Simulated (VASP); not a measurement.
# Si2Ag2Pt (P1) in VASP: single point with PBE

Aim: the single point of Si2Ag2Pt with PBE.

Everything below comes from runs of VASP 6.6.1. Logs are shortened: lines on timing, memory, paths and dates and some standing lists are left out, and cuts for length are marked.

## 1. The cell of the first run

The typed cell holds 5 atoms: a = 3.969 Å, b = 3.969 Å, c = 5.867 Å, α = 70.23°, β = 70.23°, γ = 90.00°.

## 2. Single point, PBE

Contents of INCAR:

```
SYSTEM = Si2Ag2Pt
PREC = Accurate
ENCUT = 520
EDIFF = 1E-6
ISMEAR = 0
SIGMA = 0.1
LREAL = .FALSE.
LASPH = .TRUE.
NELM = 80
ALGO = Normal
ISIF = 2
LWAVE = .FALSE.
LCHARG = .FALSE.
GGA = PE
NBANDS = 28
```

Contents of KPOINTS:

```
regular mesh
0
G
  4 4 3
  0 0 0
```

Contents of POSCAR:

```
Si2Ag2Pt
1.0
    0.0000000000      3.9688150000      0.0000001900
    3.9688150000      0.0000000000      0.0000001900
    1.9844077500      1.9844077500     -5.1521178100
Pt Si Ag
1 2 2
Direct
   -0.0044235660     -0.0039813685      0.0246271539
    0.3362556124      0.4280084404      0.2020918744
    0.6229458841      0.5587554394      0.8036206425
    0.7326640475      0.2313456439      0.5023815989
    0.2475287555      0.7575384183      0.5013975391
```

Potentials or basis: VASP PAW PBE potentials, release 64 (Pt, Si, Ag).

Command:

```bash
$ cat potpaw_PBE.64/Pt/POTCAR potpaw_PBE.64/Si/POTCAR potpaw_PBE.64/Ag/POTCAR > POTCAR
$ mpirun -np 1 vasp_std > vasp.out
```

OUTCAR:

```text
SYSTEM = Si2Ag2Pt
   PREC = Accurate
   ENCUT = 520
   EDIFF = 1E-6
   ISMEAR = 0
   LREAL = .FALSE.
   LASPH = .TRUE.
   NELM = 80
   ISIF = 2
   GGA = PE

 ion  position               nearest neighbor table
   1  0.996  0.996  0.025-   2 2.71   2 2.83   3 2.86   3 2.95   2 3.10   4 3.10   3 3.11   5 3.13
                             5 3.18   3 3.20   2 3.20   4 3.23   4 3.29   5 3.35   5 3.35   4 3.40
   2  0.336  0.428  0.202-   3 2.10   4 2.38   5 2.46   5 2.59   4 2.67   1 2.71   1 2.83   1 3.10
                             1 3.20
   3  0.623  0.559  0.804-   2 2.10   5 2.45   4 2.46   4 2.59   5 2.61   1 2.86   1 2.95   1 3.11
                             1 3.20
   4  0.733  0.231  0.502-   2 2.38   3 2.46   3 2.59   2 2.67   5 2.69   5 2.78   5 2.84   5 2.92
                             1 3.10   1 3.23   1 3.29   1 3.40
   5  0.248  0.758  0.501-   3 2.45   2 2.46   2 2.59   3 2.61   4 2.69   4 2.78   4 2.84   4 2.92
                             1 3.13   1 3.18   1 3.35   1 3.35

  LATTYP: Found a body centered tetragonal cell.
 ALAT       =     3.9688150000
 C/A-ratio  =     2.5963004070

  Lattice vectors:

 A1 = (  -1.9844077500,   1.9844072500,   5.1521180000)
 A2 = (   1.9844072500,  -1.9844077500,   5.1521180000)
 A3 = (   1.9844077500,   1.9844077500,  -5.1521178100)

Analysis of symmetry for initial positions (statically):
=====================================================================
 Subroutine PRICEL returns:
 Original cell was already a primitive cell.

 Routine SETGRP: Setting up the symmetry group for a
 body centered tetragonal supercell.

 Subroutine GETGRP returns: Found  1 space group operations
 (whereof  1 operations were pure point group operations)
 out of a pool of 16 trial point group operations.

The static configuration has the point symmetry C_1 .

Analysis of symmetry for dynamics (positions and initial velocities):
=====================================================================
 Subroutine PRICEL returns:
 Original cell was already a primitive cell.

 Routine SETGRP: Setting up the symmetry group for a
 body centered tetragonal supercell.

 Subroutine GETGRP returns: Found  1 space group operations
 (whereof  1 operations were pure point group operations)
 out of a pool of 16 trial point group operations.

The dynamic configuration has the point symmetry C_1 .

 Subroutine INISYM returns: Found  1 space group operations
 (whereof  1 operations are pure point group operations),
 and found     1 'primitive' translations

----------------------------------------------------------------------------------------

                                     Primitive cell

  volume of cell :      81.1535

  direct lattice vectors                    reciprocal lattice vectors
     0.000000000  3.968815000  0.000000190    -0.000000005  0.251964373  0.097047479
     3.968815000  0.000000000  0.000000190     0.251964373 -0.000000005  0.097047479
     1.984407750  1.984407750 -5.152117810     0.000000009  0.000000009 -0.194094933

  length of vectors
     3.968815000  3.968815000  5.866861696     0.270007886  0.270007886  0.194094933

  position of ions in fractional coordinates (direct lattice)
     0.995576434  0.996018632  0.024627154
     0.336255612  0.428008440  0.202091874
     0.622945884  0.558755439  0.803620643
     0.732664048  0.231345644  0.502381599
     0.247528755  0.757538418  0.501397539

  ion indices of the primitive-cell ions
   primitive index   ion index
                 1           1
                 2           2
                 3           3
                 4           4
                 5           5

----------------------------------------------------------------------------------------

 KPOINTS: regular mesh

Automatic generation of k-mesh.
 Grid dimensions read from file:
 generate k-points for:    4    4    3

 Generating k-lattice:

  Cartesian coordinates                     Fractional coordinates (reciprocal lattice)
    -0.000000001  0.062991093  0.024261870     0.250000000  0.000000000 -0.000000000
     0.062991093 -0.000000001  0.024261870     0.000000000  0.250000000 -0.000000000
     0.000000003  0.000000003 -0.064698311    -0.000000000 -0.000000000  0.333333333

  Length of vectors
     0.067501971  0.067501971  0.064698311

  Shift w.r.t. Gamma in fractional coordinates (k-lattice)
     0.000000000  0.000000000  0.000000000

 -----------------------------------------------------------------------------
|                                                                             |
|           W    W    AA    RRRRR   N    N  II  N    N   GGGG   !!!           |
|           W    W   A  A   R    R  NN   N  II  NN   N  G    G  !!!           |
|           W    W  A    A  R    R  N N  N  II  N N  N  G       !!!           |
|           W WW W  AAAAAA  RRRRR   N  N N  II  N  N N  G  GGG   !            |
|           WW  WW  A    A  R   R   N   NN  II  N   NN  G    G                |
|           W    W  A    A  R    R  N    N  II  N    N   GGGG   !!!           |
|                                                                             |
|     Your reciprocal lattice and k-lattice belong to different lattice       |
|     classes:                                                                |
|                                                                             |
|        The reciprocal lattice is body-centered tetragonal,                  |
|        whereas your k-lattice is base-centered monoclinic.                  |
|                                                                             |
|     Results are often still useful ...                                      |
|                                                                             |
 -----------------------------------------------------------------------------

 WARNING: IBZKPT: internal override: KBLOWUP is changed to .FALSE.
      ... skipping the blow-up phase ...

 Subroutine IBZKPT returns following result:
 ===========================================

 Found     26 irreducible k-points:

 Following reciprocal coordinates:
            Coordinates               Weight
  0.000000  0.000000  0.000000      1.000000
  0.250000  0.000000 -0.000000      2.000000
  0.500000  0.000000 -0.000000      1.000000
  0.000000  0.250000 -0.000000      2.000000
  0.250000  0.250000  0.000000      2.000000
  0.500000  0.250000 -0.000000      2.000000
[... 16 lines left out ...]
 -0.000000 -0.250000  0.333333      2.000000
  0.250000 -0.250000  0.333333      2.000000
 [... further k-points ...]
   k-points           NKPTS =     26   k-points in BZ     NKDIM =     26   number of bands    NBANDS=     28
   number of dos      NEDOS =    301   number of ions     NIONS =      5
   total plane-waves  NPLWV =  43200
   dimension x,y,z NGX =    30 NGY =   30 NGZ =   48
   dimension x,y,z NGXF=    60 NGYF=   60 NGZF=   96
   ions per type =               1   2   2
   NGX,Y,Z   is equivalent  to a cutoff of  12.57, 12.57, 13.60 a.u.
   NGXF,Y,Z  is equivalent  to a cutoff of  25.13, 25.13, 27.20 a.u.
 SYSTEM =  Si2Ag2Pt
   PREC   = accura    normal or accurate (medium, high low for compatibility)
   ISTART =      0    job   : 0-new  1-cont  2-samecut
   ICHARG =      2    charge: 1-file 2-atom 10-const
   ISPIN  =      1    spin polarized calculation?
   LNONCOLLINEAR =      F non collinear calculations
   LSORBIT =      F    spin-orbit coupling
   LASPH  =      T    aspherical Exc in radial PAW
   ENCUT  =  520.0 eV  38.22 Ry    6.18 a.u.   7.38  7.38 10.91*2*pi/ulx,y,z
   NELM   =     80;   NELMIN=  2; NELMDL= -5     # of ELM steps
   EDIFF  = 0.1E-05   stopping-criterion for ELM
   LREAL  =      F    real-space projection
   EDIFFG = 0.1E-04   stopping-criterion for IOM
   NSW    =      0    number of steps for IOM
   IBRION =     -1    ionic relax: 0-MD 1-quasi-New 2-CG
   NFREE  =      0    steps in history (QN), initial steepest desc. (CG)
   ISIF   =      2    stress and relaxation
   ISYM   =      2    0-nonsym 1-usesym 2-fastsym
   POTIM  = 0.5000    time-step for ionic-motion
   TEBEG  =    0.0;   TEEND  =   0.0 temperature during run
   PSTRESS=    0.0 pullay stress
   NELECT =      40.0000    total number of electrons
   NUPDOWN=      -1.0000    fix difference up-down
   EMIN   =  10.00;   EMAX   =-10.00  energy-range for DOS
   EFERMI =   0.00;   METHOD = LEGACY
   ISMEAR =     0;   SIGMA  =   0.10  broadening in eV -4-tet -1-fermi 0-gaus
   EFERMI_NEDOS =   21; number of points for ismear=-14 and -15
   IALGO  =     38    algorithm
   IMIX   =      4    mixing-type and parameters
     AMIX     =   0.40;   BMIX     =  1.00
     AMIX_MAG =   1.60;   BMIX_MAG =  1.00
  volume/ion in A,a.u.               =      16.23       109.53
  Fermi-wavevector in a.u.,A,eV,Ry     =   1.293180  2.443756 22.753221  1.672315
  Thomas-Fermi vector in A             =   2.424842
   LORBIT       =      0    0 simple, 1 ext, 2 COOP (PROOUT), +10 PAW based schemes
   GGA     = PE    functional components
   LHFCALC =     F    Hartree Fock is set to
   AEXX    =    0.0000 exact exchange contribution
   IVDW    =     0    specifies the selected vdW correction
   LEPSILON=     F    determine dielectric tensor
   LRPA    =     F    only Hartree local field effects (RPA)
 non-spin polarized calculation
 Gauss-broadening in eV      SIGMA  =   0.10
  energy-cutoff  :      520.00
  volume of cell :       81.15
 maximum number of plane-waves:      2203
 NGX is ok and might be reduce to    30
   NGX = 15   NGY = 15   NGZ = 21

 number of electron      40.0000003 magnetization

 Free energy of the ion-electron system (eV)
  ---------------------------------------------------
  ext. energy  EPLUGINS =         0.00000000
  ---------------------------------------------------
  free energy    TOTEN  =       -20.37153597 eV

  energy without entropy =      -20.36212173  energy(sigma->0) =      -20.36682885

 E-fermi :   9.2170     XC(G=0): -11.8153

 val. band max:        9.1976517576   @ k =   0.5000   0.2500   0.3333
 cond. band min:       9.2576441450   @ k =   0.0000   0.0000   0.0000
 fundamental gap:      0.0599923873
 Fermi energy:         9.2169984736

 k-point     1 :       0.0000    0.0000    0.0000
  band No.  band energies     occupation
      1      -2.4616      2.00000
      2       0.5818      2.00000
      3       1.5521      2.00000
      4       2.0018      2.00000
      5       2.3650      2.00000
      6       2.4535      2.00000
[... 20 lines left out ...]
     27      17.0160      0.00000
     28      17.3025      0.00000

 k-point     2 :       0.2500    0.0000   -0.0000
  band No.  band energies     occupation
      1      -1.9101      2.00000
      2       0.5826      2.00000
      3       2.0107      2.00000
      4       2.2687      2.00000
      5       2.3295      2.00000
      6       2.6461      2.00000
[... 20 lines left out ...]
     27      15.8497      0.00000
     28      16.6840      0.00000

 k-point     3 :       0.5000    0.0000   -0.0000
  band No.  band energies     occupation
      1      -1.0931      2.00000
      2       0.4367      2.00000
      3       2.3102      2.00000
      4       2.7052      2.00000
      5       2.8231      2.00000
      6       2.9894      2.00000
[... 20 lines left out ...]
     27      16.3769      0.00000
     28      16.5489      0.00000

 k-point     4 :       0.0000    0.2500   -0.0000
  band No.  band energies     occupation
      1      -1.9191      2.00000
      2       0.6385      2.00000
      3       2.0041      2.00000
      4       2.2146      2.00000
      5       2.3097      2.00000
      6       2.6350      2.00000
[... 578 lines left out ...]
     27      16.3552      0.00000
     28      16.5203      0.00000

 k-point    23 :      -0.0000   -0.2500    0.3333
  band No.  band energies     occupation
      1      -1.3901      2.00000
      2      -0.1091      2.00000
      3       1.8582      2.00000
      4       2.3084      2.00000
      5       2.4963      2.00000
      6       2.6278      2.00000
[... 20 lines left out ...]
     27      15.5001      0.00000
     28      15.7819      0.00000

 k-point    24 :       0.2500   -0.2500    0.3333
  band No.  band energies     occupation
      1      -1.3217      2.00000
      2       0.4463      2.00000
      3       1.9536      2.00000
      4       2.2701      2.00000
      5       2.9142      2.00000
      6       3.0170      2.00000
[... 20 lines left out ...]
     27      15.2072      0.00000
     28      16.2971      0.00000

 [... further k-points ...]

------------------------ aborting loop because EDIFF is reached ----------------------------------------

  FORCE on cell =-STRESS in cart. coord.  units (eV):
  Direction    XX          YY          ZZ          XY          YZ          ZX
  --------------------------------------------------------------------------------------
  -------------------------------------------------------------------------------------
  Total        2.7037779      3.1545804      7.8316465      0.2299893      2.7123884     -2.5678316
  in kB       53.3794487     62.2794358    154.6166105      4.5405729     53.5494421    -50.6955237
  external PRESSURE =      90.0918317 kB  Pullay stress =       0.0000000 kB

 VOLUME and BASIS-vectors are now :
 -----------------------------------------------------------------------------
  energy-cutoff  :      520.00
  volume of cell :       81.15
      direct lattice vectors                 reciprocal lattice vectors
     0.000000000  3.968815000  0.000000190    -0.000000005  0.251964373  0.097047479
     3.968815000  0.000000000  0.000000190     0.251964373 -0.000000005  0.097047479
     1.984407750  1.984407750 -5.152117810     0.000000009  0.000000009 -0.194094933

 POSITION                                       TOTAL-FORCE (eV/Angst)
 -----------------------------------------------------------------------------------
      4.00188      4.00013     -0.12688         0.105390      0.206108      0.041601
      2.09972      1.73557     -1.04120         0.227914     -0.091930     -0.102855
      3.81231      4.06707     -4.14035        -0.312105      0.176821      0.408252
      1.91510      3.90474     -2.58833         0.097579     -0.611023     -0.271348
      4.00151      1.97737     -2.58326        -0.118778      0.320024     -0.075650
 -----------------------------------------------------------------------------------
    total drift:                               -0.000007      0.000001      0.000158

  FREE ENERGIE OF THE ION-ELECTRON SYSTEM (eV)
  ---------------------------------------------------
  free  energy   TOTEN  =       -20.3715359672 eV

  energy  without entropy=      -20.3621217349  energy(sigma->0) =      -20.36682885
```

It took 32 s on 1 thread of Intel Xeon Platinum 8488C (Sapphire Rapids), shared host; peak memory 0.22 GiB.

What came out:

| Item | Value |
| --- | --- |
| Free energy | -20.3715 eV |
| Pressure | 9.0 GPa |
| Largest force | 0.676 eV/Å |
| Band gap on the k mesh | zero (band 20 reaches 9.65 eV, above the bottom of band 21 at 8.80 eV) |

Forces in eV/Å, atoms in the order of the input:
```
Pt   0.105  0.206  0.042
Si   0.228 -0.092 -0.103
Si  -0.312  0.177  0.408
Ag   0.098 -0.611 -0.271
Ag  -0.119  0.320 -0.076
```

Caveat: the k points lie up to 0.42 Å⁻¹ apart; spin-orbit coupling is left out, which moves the levels of the heavy elements.
